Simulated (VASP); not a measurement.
# Si (Fd-3m) in VASP: notebook

Si is run at these levels: PBEsol; tasks: relaxation of cell and atoms, single point.

All numbers are computed with VASP 6.6.1; they aren't measurements. Logs are shortened: lines on timing, memory, paths and dates and some standing lists are left out, and cuts for length are marked.

### Step 1. The cell of the first run

Symmetry: Fd-3m, No. 227, cubic system. The conventional cell has a = 5.432 Å, b = 5.432 Å, c = 5.432 Å, α = 90.00°, β = 90.00°, γ = 90.00°. Within 3.1 Å of Si (site symmetry -43m) lie 4 Si at 2.35 Å.

### Step 2. Relaxation of cell and atoms, PBEsol

INCAR

```
ALGO = Normal
EDIFF = 1E-6
EDIFFG = -0.005
ENCUT = 600
GGA = PS
IBRION = 2
ISIF = 3
ISMEAR = -1
LASPH = T
LCHARG = F
LREAL = F
LWAVE = F
NELM = 60
NSW = 60
PREC = Accurate
SIGMA = 0.02
```

KPOINTS

```
k-points
0
Gamma
  11 11 11
```

POSCAR

```
Si
1.0
    0.0000000000      2.7157741474      2.7157741474
    2.7157741474      0.0000000000      2.7157741474
    2.7157741474      2.7157741474      0.0000000000
Si
2
Direct
   -0.1250000000     -0.1250000000     -0.1250000000
    0.1250000000      0.1250000000      0.1250000000
```

Potentials or basis: VASP PAW PBE potentials, release 64 (Si).

Run with:

```console
$ cat potpaw_PBE.64/Si/POTCAR > POTCAR
$ mpirun -np 1 vasp_std > vasp.out
```

OUTCAR:

```text
EDIFF = 1E-6
   EDIFFG = -0.005
   ENCUT = 600
   GGA = PS
   IBRION = 2
   ISIF = 3
   ISMEAR = -1
   LASPH = T
   LREAL = F
   NELM = 60
   NSW = 60
   PREC = Accurate

 ion  position               nearest neighbor table
   1  0.875  0.875  0.875-   2 2.35   2 2.35   2 2.35   2 2.35
   2  0.125  0.125  0.125-   1 2.35   1 2.35   1 2.35   1 2.35

  LATTYP: Found a face centered cubic cell.
 ALAT       =     5.4315482948

  Lattice vectors:

 A1 = (   0.0000000000,   2.7157741474,   2.7157741474)
 A2 = (   2.7157741474,   0.0000000000,   2.7157741474)
 A3 = (   2.7157741474,   2.7157741474,   0.0000000000)

Analysis of symmetry for initial positions (statically):
=====================================================================
 Subroutine PRICEL returns:
 Original cell was already a primitive cell.

 Routine SETGRP: Setting up the symmetry group for a
 face centered cubic supercell.

 Subroutine GETGRP returns: Found 48 space group operations
 (whereof 12 operations were pure point group operations)
 out of a pool of 48 trial point group operations.

The static configuration has the point symmetry D_3d.
 The point group associated with its full space group is O_h .

Analysis of symmetry for dynamics (positions and initial velocities):
=====================================================================
 Subroutine PRICEL returns:
 Original cell was already a primitive cell.

 Routine SETGRP: Setting up the symmetry group for a
 face centered cubic supercell.

 Subroutine GETGRP returns: Found 48 space group operations
 (whereof 12 operations were pure point group operations)
 out of a pool of 48 trial point group operations.

The dynamic configuration has the point symmetry D_3d.
 The point group associated with its full space group is O_h .

 Subroutine INISYM returns: Found 48 space group operations
 (whereof 12 operations are pure point group operations),
 and found     1 'primitive' translations

----------------------------------------------------------------------------------------

                                     Primitive cell

  volume of cell :      40.0600

  direct lattice vectors                    reciprocal lattice vectors
     0.000000000  2.715774147  2.715774147    -0.184109566  0.184109566  0.184109566
     2.715774147  0.000000000  2.715774147     0.184109566 -0.184109566  0.184109566
     2.715774147  2.715774147  0.000000000     0.184109566  0.184109566 -0.184109566

  length of vectors
     3.840684632  3.840684632  3.840684632     0.318887123  0.318887123  0.318887123

  position of ions in fractional coordinates (direct lattice)
     0.875000000  0.875000000  0.875000000
     0.125000000  0.125000000  0.125000000

  ion indices of the primitive-cell ions
   primitive index   ion index
                 1           1
                 2           2

----------------------------------------------------------------------------------------

 KPOINTS: k-points

Automatic generation of k-mesh.
 Grid dimensions read from file:
 generate k-points for:   11   11   11

 Generating k-lattice:

  Cartesian coordinates                     Fractional coordinates (reciprocal lattice)
    -0.016737233  0.016737233  0.016737233     0.090909091  0.000000000  0.000000000
     0.016737233 -0.016737233  0.016737233     0.000000000  0.090909091  0.000000000
     0.016737233  0.016737233 -0.016737233     0.000000000  0.000000000  0.090909091

  Length of vectors
     0.028989738  0.028989738  0.028989738

  Shift w.r.t. Gamma in fractional coordinates (k-lattice)
     0.000000000  0.000000000  0.000000000

 Subroutine IBZKPT returns following result:
 ===========================================

 Found     56 irreducible k-points:

 Following reciprocal coordinates:
            Coordinates               Weight
  0.000000  0.000000  0.000000      1.000000
  0.090909  0.000000  0.000000      8.000000
  0.181818  0.000000  0.000000      8.000000
  0.272727  0.000000  0.000000      8.000000
  0.363636  0.000000  0.000000      8.000000
  0.454545  0.000000  0.000000      8.000000
[... 16 lines left out ...]
 -0.272727  0.181818  0.000000     24.000000
 -0.181818  0.181818  0.000000     12.000000
 [... further k-points ...]
   k-points           NKPTS =     56   k-points in BZ     NKDIM =     56   number of bands    NBANDS=      8
   number of dos      NEDOS =    301   number of ions     NIONS =      2
   total plane-waves  NPLWV =  32768
   dimension x,y,z NGX =    32 NGY =   32 NGZ =   32
   dimension x,y,z NGXF=    64 NGYF=   64 NGZF=   64
   ions per type =               2
   NGX,Y,Z   is equivalent  to a cutoff of  13.85, 13.85, 13.85 a.u.
   NGXF,Y,Z  is equivalent  to a cutoff of  27.70, 27.70, 27.70 a.u.
 SYSTEM =  unknown system
   PREC   = accura    normal or accurate (medium, high low for compatibility)
   ISTART =      0    job   : 0-new  1-cont  2-samecut
   ICHARG =      2    charge: 1-file 2-atom 10-const
   ISPIN  =      1    spin polarized calculation?
   LNONCOLLINEAR =      F non collinear calculations
   LSORBIT =      F    spin-orbit coupling
   LASPH  =      T    aspherical Exc in radial PAW
   ENCUT  =  600.0 eV  44.10 Ry    6.64 a.u.   7.67  7.67  7.67*2*pi/ulx,y,z
   NELM   =     60;   NELMIN=  2; NELMDL= -5     # of ELM steps
   EDIFF  = 0.1E-05   stopping-criterion for ELM
   LREAL  =      F    real-space projection
   EDIFFG = -.5E-02   stopping-criterion for IOM
   NSW    =     60    number of steps for IOM
   IBRION =      2    ionic relax: 0-MD 1-quasi-New 2-CG
   NFREE  =      1    steps in history (QN), initial steepest desc. (CG)
   ISIF   =      3    stress and relaxation
   ISYM   =      2    0-nonsym 1-usesym 2-fastsym
   POTIM  = 0.5000    time-step for ionic-motion
   TEBEG  =    0.0;   TEEND  =   0.0 temperature during run
   PSTRESS=    0.0 pullay stress
   NELECT =       8.0000    total number of electrons
   NUPDOWN=      -1.0000    fix difference up-down
   EMIN   =  10.00;   EMAX   =-10.00  energy-range for DOS
   EFERMI =   0.00;   METHOD = LEGACY
   ISMEAR =    -1;   SIGMA  =   0.02  broadening in eV -4-tet -1-fermi 0-gaus
   EFERMI_NEDOS =   21; number of points for ismear=-14 and -15
   IALGO  =     38    algorithm
   IMIX   =      4    mixing-type and parameters
     AMIX     =   0.40;   BMIX     =  1.00
     AMIX_MAG =   1.60;   BMIX_MAG =  1.00
  volume/ion in A,a.u.               =      20.03       135.17
  Fermi-wavevector in a.u.,A,eV,Ry     =   0.956903  1.808284 12.458352  0.915663
  Thomas-Fermi vector in A             =   2.085873
   LORBIT       =      0    0 simple, 1 ext, 2 COOP (PROOUT), +10 PAW based schemes
   GGA     = PS    functional components
   LHFCALC =     F    Hartree Fock is set to
   AEXX    =    0.0000 exact exchange contribution
   IVDW    =     0    specifies the selected vdW correction
   LEPSILON=     F    determine dielectric tensor
   LRPA    =     F    only Hartree local field effects (RPA)
 conjugate gradient relaxation of ions
 non-spin polarized calculation
  energy-cutoff  :      600.00
  volume of cell :       40.06
 maximum number of plane-waves:      1363
   NGX = 15   NGY = 15   NGZ = 15

--------------------------------------- Ionic step        1  -------------------------------------------

 number of electron       7.9999999 magnetization

 Free energy of the ion-electron system (eV)
  ---------------------------------------------------
  ext. energy  EPLUGINS =         0.00000000
  ---------------------------------------------------
  free energy    TOTEN  =       -11.49294633 eV

  energy without entropy =      -11.49294631  energy(sigma->0) =      -11.49294632

------------------------ aborting loop because EDIFF is reached ----------------------------------------

  FORCE on cell =-STRESS in cart. coord.  units (eV):
  Direction    XX          YY          ZZ          XY          YZ          ZX
  --------------------------------------------------------------------------------------
  -------------------------------------------------------------------------------------
  Total        0.0559302      0.0559302      0.0559302      0.0000000     -0.0000000      0.0000000
  in kB        2.2368973      2.2368973      2.2368973      0.0000000     -0.0000000      0.0000000
  external PRESSURE =       2.2368973 kB  Pullay stress =       0.0000000 kB
[... 57 lines left out ...]
  energy  without entropy=      -11.4929739150  energy(sigma->0) =      -11.49297392

--------------------------------------- Ionic step        3  -------------------------------------------

 number of electron       7.9999999 magnetization

 Free energy of the ion-electron system (eV)
  ---------------------------------------------------
  ext. energy  EPLUGINS =         0.00000000
  ---------------------------------------------------
  free energy    TOTEN  =       -11.49300847 eV

  energy without entropy =      -11.49300845  energy(sigma->0) =      -11.49300846

 E-fermi :   5.9960     XC(G=0):  -9.5430

 val. band max:        5.7620693120   @ k =   0.0000   0.0000   0.0000
 cond. band min:       6.2452728903   @ k =   0.4545   0.4545   0.0000
 fundamental gap:      0.4832035783
 Fermi energy:         5.9959809834

 k-point     1 :       0.0000    0.0000    0.0000
  band No.  band energies     occupation
      1      -6.2092      2.00000
      2       5.7621      1.99998
      3       5.7621      1.99998
      4       5.7621      1.99998
      5       8.2784      0.00000
      6       8.2784      0.00000
      7       8.2784      0.00000
      8       9.0551      0.00000
[... 243 lines left out ...]
 k-point    24 :      -0.1818    0.1818    0.0000
  band No.  band energies     occupation
      1      -5.0834      2.00000
      2       1.6824      2.00000
      3       3.0426      2.00000
      4       5.0747      2.00000
      5       8.6907      0.00000
      6       9.4597      0.00000
      7       9.7398      0.00000
      8      11.3494      0.00000

 [... further k-points ...]
[... 5 lines left out ...]
  --------------------------------------------------------------------------------------
  -------------------------------------------------------------------------------------
  Total        0.0011388      0.0011388      0.0011388     -0.0000000     -0.0000000      0.0000000
  in kB        0.0454424      0.0454424      0.0454424     -0.0000000     -0.0000000      0.0000000
  external PRESSURE =       0.0454424 kB  Pullay stress =       0.0000000 kB
[... 17 lines left out ...]
  FREE ENERGIE OF THE ION-ELECTRON SYSTEM (eV)
  ---------------------------------------------------
  free  energy   TOTEN  =       -11.4930084654 eV

  energy  without entropy=      -11.4930084455  energy(sigma->0) =      -11.49300846

 reached required accuracy - stopping structural energy minimisation
```

It took 12 s on 1 thread of Intel Xeon 6975P-C (Granite Rapids), shared host; peak memory 0.17 GiB.

Results:

```
Free energy                            : -11.4930 eV
Relaxed volume                         : 20.08 Å³/atom
Relaxed cell                           : a = 3.844 Å, b = 3.844 Å, c = 3.844 Å, α = 60.00°, β = 60.00°, γ = 60.00°
Space group after relaxing (to 0.05 Å) : Fd-3m (No. 227)
Energy gained by relaxing              : 0.0 meV/atom
Ionic steps                            : 3
Pressure after relaxing                : 0.0 GPa
Band gap on the k mesh                 : 0.48 eV, indirect (least direct gap 2.52 eV)
```

Final structure:
```
Si
1.0
     0.00000    2.71784    2.71784
     2.71784    0.00000    2.71784
     2.71784    2.71784    0.00000
Si
2
Cartesian
  4.7562 4.7562 4.7562
  0.6795 0.6795 0.6795
```

Caveat: the PAW data sets were made with another functional, which shifts forces and pressure a little. A k mesh can miss the band edges.

### Step 3. Relaxation of cell and atoms, PBEsol

INCAR

```
SYSTEM = Si
PREC = Accurate
ENCUT = 600
EDIFF = 1E-6
ISMEAR = 1
SIGMA = 0.005
LREAL = .FALSE.
LASPH = .TRUE.
NELM = 100
ALGO = Normal
ISIF = 3
LWAVE = .FALSE.
LCHARG = .FALSE.
GGA = PS
IBRION = 2
NSW = 60
EDIFFG = -0.005
```

KPOINTS

```
regular mesh
0
G
  11 11 11
  0 0 0
```

POSCAR is that of step 2.

Potentials or basis: VASP PAW PBE potentials, release 64 (Si).

Run with:

```console
$ cat potpaw_PBE.64/Si/POTCAR > POTCAR
$ mpirun -np 1 vasp_std > vasp.out
```

Run time: 12 s. Hardware: 1 thread of Intel Xeon 6975P-C (Granite Rapids), shared host; peak memory 0.17 GiB.

It converged, with:

```yaml
Free_energy: -11.4930 eV
Relaxed_volume: 20.08 Å³/atom
Relaxed_cell: a = 3.844 Å, b = 3.844 Å, c = 3.844 Å, α = 60.00°, β = 60.00°, γ = 60.00°
Space_group_after_relaxing_to_0.05_Å: Fd-3m (No. 227)
Energy_gained_by_relaxing: 0.0 meV/atom
Ionic_steps: 3
Pressure_after_relaxing: 0.0 GPa
Band_gap_on_the_k_mesh: 0.48 eV, indirect (least direct gap 2.52 eV)
```

Final structure:
```yaml
crystal:
  lattice:
    - [0.00000, 2.71784, 2.71784]
    - [2.71784, 0.00000, 2.71784]
    - [2.71784, 2.71784, 0.00000]
  atoms:
    - { symbol: Si, position: [0.87500, 0.87500, 0.87500] }
    - { symbol: Si, position: [0.12500, 0.12500, 0.12500] }
```

Levels at points of the mesh, in eV from the valence-band top:
| k point | band 2 | band 3 | band 4 | band 5 | band 6 | band 7 |
| --- | --- | --- | --- | --- | --- | --- |
| (0.00, 0.00, 0.00) | 0.00 | 0.00 | 0.00 | 2.52 | 2.52 | 2.52 |

Caveat: the PAW data sets were made with another functional, which shifts forces and pressure a little. PBEsol gaps usually lie below the measured ones, often by a third to a half.

### Step 4. Single point, PBEsol

This run uses another cell than the first one: it holds 4 atoms, not 2.

INCAR

```
ALGO     = Normal         # electronic algorithm
EDIFF    = 1E-7           # SCF threshold, eV
ENCUT    = 520            # plane-wave cutoff, eV
GGA      = PS             # functional
ISIF     = 2              # what is computed and relaxed
ISMEAR   = -1             # smearing method
LASPH    = T              # aspherical terms in the spheres
LCHARG   = F              # write CHGCAR
LREAL    = F              # projectors in reciprocal space
LWAVE    = F              # write WAVECAR
NBANDS   = 16             # bands
NELM     = 80             # most SCF steps
PREC     = Accurate       # precision mode
SIGMA    = 0.02           # smearing width, eV
```

KPOINTS

```
k-points
0
Gamma
  8 8 6
```

POSCAR

```
Si
1.0
    2.7165779569      2.7165779569      0.0000000000
   -2.7165779569      2.7165779569      0.0000000000
    0.0000000000      0.0000000000      5.4331559138
Si
4
Direct
    0.2500000000      0.5000000000      0.3750000000
    0.7500000000      0.0000000000      0.8750000000
    0.2500000000      0.0000000000      0.1250000000
    0.7500000000      0.5000000000      0.6250000000
```

Run with:

```console
$ cat potpaw_PBE.64/Si/POTCAR > POTCAR
$ mpirun -np 1 vasp_std > vasp.out
```

It took 26 s on 1 thread of Intel Xeon 6975P-C (Granite Rapids), shared host; peak memory 0.2 GiB.

Results (log left out):

| Item | Value |
| --- | --- |
| Free energy | -22.9839 eV |
| Pressure | 0.1 GPa |
| Band gap on the k mesh | 0.46 eV |

Levels at points of the mesh, in eV from the valence-band top:
```
           k point  band 4  band 5  band 6  band 7  band 8  band 9  band 10  band 11  band 12  band 13
(0.00, 0.00, 0.00)   -2.87   -2.87    0.00    0.00    0.00    0.59     0.59     2.52     2.52     2.52
(0.50, 0.00, 0.00)   -5.49   -3.80   -3.80   -1.34   -1.34    2.36     2.36     4.74     4.74     5.06
(0.50, 0.50, 0.00)   -7.83   -2.87   -2.87   -2.87   -2.87    0.59     0.59     0.59     0.59    10.05
(0.00, 0.00, 0.50)   -3.52   -1.91   -1.91   -1.91   -1.91    1.03     1.03     3.02     3.02     5.72
(0.50, 0.00, 0.50)   -7.01   -1.20   -1.20   -1.20   -1.20    1.46     1.46     3.27     3.27     3.27
(0.50, 0.50, 0.50)   -7.66   -3.90   -3.90   -3.90   -3.90    4.17     4.17     4.17     4.17     4.94
```

Caveat: the PAW data sets were made with another functional, which shifts forces and pressure a little. A k mesh can miss the band edges.

### Step 5. Summary

```csv
task,cell,k mesh,cutoff (eV),smearing,gap on the mesh (eV),pressure (GPa),relaxed volume (Å³/atom)
relaxation of cell and atoms,"relaxed from a = 3.841 Å, angles 60.0°, 2 atoms",11 × 11 × 11,600,fermi-dirac 0.02 eV,0.48,0.0,20.08
relaxation of cell and atoms,"relaxed from a = 3.841 Å, angles 60.0°, 2 atoms",11 × 11 × 11,600,methfessel-paxton 0.005 eV,0.48,0.0,20.08
single point,"a = 3.842, b = 3.842, c = 5.433 Å, 4 atoms",8 × 8 × 6,520,fermi-dirac 0.02 eV,0.46,0.1,-
```

Alike in all rows: level PBEsol; potentials or basis VASP PAW PBE potentials, release 64 (Si); no spin polarisation.

Caveats: the PAW data sets were made with another functional, which shifts forces and pressure a little.

Absolute energies hang on the potentials; compare differences alone.
